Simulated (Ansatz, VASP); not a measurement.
# W in VASP and in Ansatz

POSCAR

```
W
1.0
   -1.6611920000      1.6611920000      1.7250840000
    1.6611920000     -1.6611920000      1.7250840000
    1.6611920000      1.6611920000     -1.7250840000
W
1
Direct
    0.0000000000      0.0000000000      0.0000000000
```

INCAR.step1

```
PREC     = Accurate       # precision mode
ENCUT    = 520            # plane-wave cutoff, eV
ISMEAR   = 0              # smearing method
SIGMA    = 0.15           # smearing width, eV
LREAL    = F              # projectors in reciprocal space
LASPH    = T              # aspherical terms in the spheres
NELM     = 100            # most SCF steps
NBANDS   = 13             # bands
GGA      = PE             # functional
ALGO     = Normal         # electronic algorithm
EDIFF    = 1E-4           # SCF threshold, eV
LWAVE    = T              # write WAVECAR
LCHARG   = F              # write CHGCAR
```

INCAR.step2

```
PREC     = Accurate       # precision mode
ENCUT    = 520            # plane-wave cutoff, eV
EDIFF    = 1E-6           # SCF threshold, eV
ISMEAR   = 0              # smearing method
SIGMA    = 0.15           # smearing width, eV
LREAL    = F              # projectors in reciprocal space
LASPH    = T              # aspherical terms in the spheres
NELM     = 100            # most SCF steps
ALGO     = Normal         # electronic algorithm
ISIF     = 2              # what is computed and relaxed
LWAVE    = F              # write WAVECAR
LCHARG   = F              # write CHGCAR
METAGGA  = R2SCAN         # meta-GGA
LMIXTAU  = T            
NBANDS   = 13             # bands
ISTART   = 1
```

The input KPOINTS:

```
Automatic mesh
0
Gamma
  20 20 20
```

Input for Ansatz:

```yaml
crystal:
  lattice:
    - [-1.661192, 1.661192, 1.725084]
    - [1.661192, -1.661192, 1.725084]
    - [1.661192, 1.661192, -1.725084]
  atoms:
    - { symbol: W, position: [0.0, 0.0, 0.0] }
basis:
  ecutwfc: 500
kpoints:
  mp_grid: { grid: [20, 20, 20] }
hamiltonian:
  xc: r2scan
scf:
  occupations: { method: gaussian, width: 0.15 }
output:
  forces: true
  stress: true
  eigenvalues: true
  write_density: true
  write_potential: true
  elf: true
  volumetric_format: npy
```

Change from the starting cell: strain +0.040 along x and y, +0.080 along z, atoms carried along.

Alike in both runs: task single point; functional r2SCAN; k mesh 20 × 20 × 20; occupations gaussian, width 0.15 eV; no spin polarisation.

|  | VASP | Ansatz |
| --- | --- | --- |
| version | VASP 6.6.1 | Ansatz 0.2.0 |
| potentials or method | VASP PAW PBE potentials, release 64 (W_sv), cutoff 520 eV | scalar-relativistic, plane waves, PAW |
| valence electrons in the cell | 14 | 14 |

|  | VASP | Ansatz | Ansatz less VASP |
| --- | --- | --- | --- |
| gap on the k mesh at the Fermi level (eV) | none | none | - |
| pressure (GPa) | -38.8 | -39.2 | -0.48 |
| traceless stress, the component that is largest in VASP (GPa) | -5.70 | -5.70 | -0.003 |

VASP's potentials were made for PBE, not for r2SCAN. A gap of «none» marks a metal or a gap that the smearing closes. Both programs put the cell under strong tension, so it lies far from rest at this level.

Neither program's run includes spin-orbit coupling. Noted on VASP's run: the cell as given lies far from equilibrium.
